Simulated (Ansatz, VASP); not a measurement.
# Pd: VASP beside Ansatz

```
Pd
1.0
     0.00000    1.92276    1.92276
     1.92276    0.00000    1.92276
     1.92276    1.92276    0.00000
Pd
1
Direct
  0.00000 0.00000 0.00000
```

Alike in both runs: functional LDA; k mesh 8 × 8 × 8; occupations gaussian, width 0.1 eV; no spin polarisation.

Ansatz relaxed the structure, and its values are those at the end. VASP's run is a single point on that final structure, the one shown.

```csv
,VASP,Ansatz
version,VASP 6.6.1,Ansatz 0.2.0
potentials or method,"VASP PAW LDA potentials, release 64 (Pd), cutoff 500 eV","scalar-relativistic, plane waves, PAW"
valence electrons in the cell,10,18
```

|  | VASP | Ansatz | Ansatz less VASP |
| --- | --- | --- | --- |
| gap on the k mesh at the Fermi level (eV) | none | none | - |
| pressure (GPa) | 0.2 | -0.1 | -0.36 |

LDA's correlation is that of Perdew and Zunger in VASP and of Perdew and Wang (1992) in Ansatz. A gap of «none» marks a metal or a gap that the smearing closes. VASP's potentials hold 10 valence electrons a cell and Ansatz's 18, so a difference there can come from the potentials and not from the codes.
